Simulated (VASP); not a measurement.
# Be3Al2 in VASP: notebook

Be3Al2 is run at these levels: PBE; tasks: single point, relaxation of cell and atoms.

All numbers are computed with VASP 6.6.1; they aren't measurements. Logs are shortened: lines on timing, memory, paths and dates and some standing lists are left out, and cuts for length are marked.

## (1) The cell of the first run

The typed cell holds 5 atoms: a = 4.699 Å, b = 4.699 Å, c = 3.939 Å, α = 90.06°, β = 90.06°, γ = 116.03°.

The cell was generated, and may not be a known phase.

## (2) Single point, PBE

Input file INCAR:

```
  PREC = Accurate
  ENCUT = 520
  EDIFF = 1E-6
  ISMEAR = 0
  SIGMA = 0.1
  LREAL = False
  LASPH = True
  NELM = 80
  ALGO = Fast
  ISIF = 2
  LWAVE = False
  LCHARG = False
  GGA = PE
  NBANDS = 14
```

Input file KPOINTS:

```
Automatic mesh
0
Gamma
  4 4 6
```

Input file POSCAR:

```
Be3Al2
1.0
    2.4857051554     -3.9858344246      0.1297056638
    2.4857051554      3.9858344246      0.1297056638
   -0.2131771198      0.0000000000      3.9336994337
Be Al
3 2
Direct
    0.0000000000      0.0000000000      0.0000000000
    0.5000000000      0.5000000000      0.0000000000
    0.5000000000      0.5000000000      0.5000000000
    0.0000000000      0.5000000000      0.0000000000
    0.5000000000      0.0000000000      0.0000000000
```

Potentials or basis: VASP PAW PBE potentials, release 64 (Be, Al).

On the command line:

```sh
cat potpaw_PBE.64/Be/POTCAR potpaw_PBE.64/Al/POTCAR > POTCAR
mpirun -np 1 vasp_std > vasp.out
```

OUTCAR:

```text
PREC = Accurate
   ENCUT = 520
   EDIFF = 1E-6
   ISMEAR = 0
   LREAL = False
   LASPH = True
   NELM = 80
   ISIF = 2
   GGA = PE

 ion  position               nearest neighbor table
   1  0.000  0.000  0.000-   4 2.35   5 2.35   4 2.35   5 2.35
   2  0.500  0.500  0.000-   3 1.97   3 1.97   5 2.35   4 2.35   5 2.35   4 2.35
   3  0.500  0.500  0.500-   2 1.97   2 1.97
   4  0.000  0.500  0.000-   1 2.35   2 2.35   1 2.35   2 2.35   5 2.49   5 2.49
   5  0.500  0.000  0.000-   1 2.35   2 2.35   2 2.35   1 2.35   4 2.49   4 2.49

  LATTYP: Found a base centered monoclinic cell.
 ALAT       =     4.9781738334
 B/A-ratio  =     1.6013239224
 C/A-ratio  =     0.7913487223
 COS(beta)  =    -0.0020062204

  Lattice vectors:

 A1 = (   2.4857051554,  -3.9858344246,   0.1297056638)
 A2 = (   2.4857051554,   3.9858344246,   0.1297056638)
 A3 = (  -0.2131771198,   0.0000000000,   3.9336994337)

Analysis of symmetry for initial positions (statically):
=====================================================================
 Subroutine PRICEL returns:
 Original cell was already a primitive cell.

 Routine SETGRP: Setting up the symmetry group for a
 base centered monoclinic supercell.

 Subroutine GETGRP returns: Found  4 space group operations
 (whereof  4 operations were pure point group operations)
 out of a pool of  4 trial point group operations.

The static configuration has the point symmetry C_2h.

Analysis of symmetry for dynamics (positions and initial velocities):
=====================================================================
 Subroutine PRICEL returns:
 Original cell was already a primitive cell.

 Routine SETGRP: Setting up the symmetry group for a
 base centered monoclinic supercell.

 Subroutine GETGRP returns: Found  4 space group operations
 (whereof  4 operations were pure point group operations)
 out of a pool of  4 trial point group operations.

The dynamic configuration has the point symmetry C_2h.

 Subroutine INISYM returns: Found  4 space group operations
 (whereof  4 operations are pure point group operations),
 and found     1 'primitive' translations

----------------------------------------------------------------------------------------

                                     Primitive cell

  volume of cell :      78.1675

  direct lattice vectors                    reciprocal lattice vectors
     2.485705155 -3.985834425  0.129705664     0.200582956 -0.125444247  0.010870098
     2.485705155  3.985834425  0.129705664     0.200582956  0.125444247  0.010870098
[... 104 lines left out ...]
   EMIN   =  10.00;   EMAX   =-10.00  energy-range for DOS
   EFERMI =   0.00;   METHOD = LEGACY
   ISMEAR =     0;   SIGMA  =   0.10  broadening in eV -4-tet -1-fermi 0-gaus
   EFERMI_NEDOS =   21; number of points for ismear=-14 and -15
   IALGO  =     68    algorithm
   IMIX   =      4    mixing-type and parameters
     AMIX     =   0.40;   BMIX     =  1.00
     AMIX_MAG =   1.60;   BMIX_MAG =  1.00
  volume/ion in A,a.u.               =      15.63       105.50
  Fermi-wavevector in a.u.,A,eV,Ry     =   0.876583  1.656502 10.454689  0.768398
  Thomas-Fermi vector in A             =   1.996413
   LORBIT       =      0    0 simple, 1 ext, 2 COOP (PROOUT), +10 PAW based schemes
   GGA     = PE    functional components
   LHFCALC =     F    Hartree Fock is set to
   AEXX    =    0.0000 exact exchange contribution
   IVDW    =     0    specifies the selected vdW correction
   LEPSILON=     F    determine dielectric tensor
   LRPA    =     F    only Hartree local field effects (RPA)
 non-spin polarized calculation
 RMM-DIIS sequential band-by-band and
 Gauss-broadening in eV      SIGMA  =   0.10
  energy-cutoff  :      520.00
  volume of cell :       78.17
 maximum number of plane-waves:      2119
 NGX is ok and might be reduce to    36
   NGX = 17   NGY = 17   NGZ = 15

 number of electron      12.0000000 magnetization

 Free energy of the ion-electron system (eV)
  ---------------------------------------------------
  ext. energy  EPLUGINS =         0.00000000
  ---------------------------------------------------
  free energy    TOTEN  =       -15.55766815 eV

  energy without entropy =      -15.55234308  energy(sigma->0) =      -15.55500561

 E-fermi :   4.6103     XC(G=0):  -9.0366

 val. band max:        4.6057790381   @ k =   0.2500   0.0000   0.0000
 cond. band min:       4.6865872188   @ k =  -0.2500   0.2500   0.1667
 fundamental gap:      0.0808081808
 Fermi energy:         4.6103076938

 k-point     1 :       0.0000    0.0000    0.0000
  band No.  band energies     occupation
      1      -5.0655      2.00000
      2       0.8988      2.00000
      3       1.2911      2.00000
      4       1.8990      2.00000
      5       2.3452      2.00000
      6       3.2965      2.00000
      7       3.7929      2.00000
      8       5.1261      0.00000
      9       6.5356      0.00000
     10       7.8918      0.00000
     11      10.2674      0.00000
     12      10.4362      0.00000
     13      11.6084      0.00000
     14      11.6259      0.00000
[... 377 lines left out ...]
      1      -3.9768      2.00000
      2      -0.0893      2.00000
      3       0.3243      2.00000
      4       1.1105      2.00000
      5       1.2145      2.00000
      6       4.1825      2.00000
      7       5.1064      0.00000
      8       5.9202      0.00000
      9       6.5202      0.00000
     10       6.5656      0.00000
     11       8.5813      0.00000
     12       9.4353      0.00000
     13      10.4361      0.00000
     14      11.2781      0.00000

 [... further k-points ...]
[... 5 lines left out ...]
  --------------------------------------------------------------------------------------
  -------------------------------------------------------------------------------------
  Total        0.0039054      0.0125467      0.0245899      0.0000000      0.0000000      0.0055838
  in kB        0.0800475      0.2571661      0.5040114      0.0000000      0.0000000      0.1144489
  external PRESSURE =       0.2804084 kB  Pullay stress =       0.0000000 kB

 VOLUME and BASIS-vectors are now :
 -----------------------------------------------------------------------------
  energy-cutoff  :      520.00
  volume of cell :       78.17
      direct lattice vectors                 reciprocal lattice vectors
     2.485705155 -3.985834425  0.129705664     0.200582956 -0.125444247  0.010870098
     2.485705155  3.985834425  0.129705664     0.200582956  0.125444247  0.010870098
    -0.213177120  0.000000000  3.933699434    -0.013227622  0.000000000  0.253496789

 POSITION                                       TOTAL-FORCE (eV/Angst)
 -----------------------------------------------------------------------------------
      0.00000      0.00000      0.00000         0.000000     -0.000000      0.000000
      2.48571      0.00000      0.12971        -0.000000     -0.000000      0.000000
      2.37912      0.00000      2.09656         0.000000     -0.000000      0.000000
      1.24285      1.99292      0.06485         0.000000      0.000000     -0.000000
      1.24285     -1.99292      0.06485        -0.000000      0.000000      0.000000
 -----------------------------------------------------------------------------------
    total drift:                                0.000000      0.000000     -0.000000

  FREE ENERGIE OF THE ION-ELECTRON SYSTEM (eV)
  ---------------------------------------------------
  free  energy   TOTEN  =       -15.5576681484 eV

  energy  without entropy=      -15.5523430776  energy(sigma->0) =      -15.55500561
```

stdout:

```text
POSCAR found type information on POSCAR BeAl
 POSCAR found :  2 types and       5 ions
 scaLAPACK will be used
 LDA part: xc-table for (Slater+PW92), standard interpolation
 POSCAR, INCAR and KPOINTS ok, starting setup
 FFT: planning ... GRIDC
 FFT: planning ... GRID_SOFT
 FFT: planning ... GRID
 WAVECAR not read
 entering main loop
```

It took 35 s on 1 thread of Oxide Virtual Turin-like, shared host; peak memory 0.16 GiB.

What came out:

```yaml
Free_energy: -15.5577 eV
Pressure: 0.0 GPa
Band_gap_on_the_k_mesh: zero (bands 6 and 7 overlap by 2.53 eV)
```

Levels at points of the mesh, in eV from the Fermi level:
| k point | band 3 | band 4 | band 5 | band 6 | band 7 | band 8 | band 9 | band 10 |
| --- | --- | --- | --- | --- | --- | --- | --- | --- |
| (0.00, 0.00, 0.00) | -3.32 | -2.71 | -2.27 | -1.31 | -0.82 | 0.52 | 1.93 | 3.28 |
| (0.50, 0.00, 0.00) | -3.92 | -3.81 | -1.48 | 1.29 | 1.95 | 2.27 | 3.04 | 3.69 |
| (0.50, 0.50, 0.00) | -4.62 | -4.12 | -1.37 | 1.18 | 1.60 | 3.13 | 3.25 | 3.42 |
| (0.00, 0.00, 0.50) | -2.99 | -2.47 | -2.12 | -0.56 | 0.43 | 1.30 | 1.53 | 1.57 |
| (0.50, 0.00, 0.50) | -4.25 | -3.20 | -2.93 | -2.89 | 0.43 | 1.34 | 3.02 | 3.21 |
| (0.50, 0.50, 0.50) | -3.92 | -3.65 | -3.47 | -2.99 | 0.10 | 0.64 | 2.07 | 5.00 |

Caveat: the k points lie up to 0.37 Å⁻¹ apart, too coarse for converged energies and pressures of a metal.

## (3) Single point, PBE

This run uses another cell than the first one, of 15.69 Å³/atom.

Input file INCAR:

```
SYSTEM = Be3Al2
PREC = Accurate
ENCUT = 520
EDIFF = 1E-6
ISMEAR = 0
SIGMA = 0.1
LREAL = .False.
LASPH = .True.
NELM = 100
ALGO = Fast
ISIF = 2
LWAVE = .False.
LCHARG = .False.
GGA = PE
NBANDS = 14
```

Input file KPOINTS:

```
regular mesh
0
Gamma
  10 10 10
  0 0 0
```

Changes to POSCAR since step 2:

```diff
@@ -2,5 +2,5 @@
 1.0
-    2.4857051554     -3.9858344246      0.1297056638
-    2.4857051554      3.9858344246      0.1297056638
-   -0.2131771198      0.0000000000      3.9336994337
+    2.5062690137     -3.9837501241      0.0000000000
+    2.5062690137      3.9837501241      0.0000000000
+    0.0000000000      0.0000000000      3.9291087427
 Be Al
```

Potentials or basis: VASP PAW PBE potentials, release 64 (Be, Al).

On the command line:

```sh
cat potpaw_PBE.64/Be/POTCAR potpaw_PBE.64/Al/POTCAR > POTCAR
mpirun -np 1 vasp_std > vasp.out
```

Wall time 3 min (1 thread of Oxide Virtual Turin-like, shared host); peak memory 0.28 GiB.

It converged, with:

```
Free energy            : -15.5418 eV
Pressure               : 0.0 GPa
Band gap on the k mesh : zero (bands 6 and 7 overlap by 2.82 eV)
```

Levels at points of the mesh, in eV from the Fermi level:
| k point | band 3 | band 4 | band 5 | band 6 | band 7 | band 8 | band 9 | band 10 |
| --- | --- | --- | --- | --- | --- | --- | --- | --- |
| (0.00, 0.00, 0.00) | -3.28 | -2.63 | -2.17 | -1.30 | -0.87 | 0.58 | 2.01 | 3.32 |
| (0.50, 0.00, 0.00) | -3.86 | -3.75 | -1.40 | 1.37 | 1.94 | 2.27 | 3.07 | 3.75 |
| (0.50, 0.50, 0.00) | -4.61 | -4.11 | -1.28 | 1.22 | 1.69 | 3.21 | 3.35 | 3.46 |
| (0.00, 0.00, 0.50) | -2.95 | -2.41 | -2.02 | -0.54 | 0.40 | 1.32 | 1.56 | 1.61 |
| (0.50, 0.00, 0.50) | -4.20 | -3.13 | -2.86 | -2.84 | 0.47 | 1.36 | 2.99 | 3.21 |
| (0.50, 0.50, 0.50) | -3.85 | -3.62 | -3.45 | -2.95 | 0.09 | 0.63 | 2.11 | 5.01 |

(Continued in part 2 of 2.)

The gap in the log of VASP goes by the Fermi energy; the results here count the filled bands.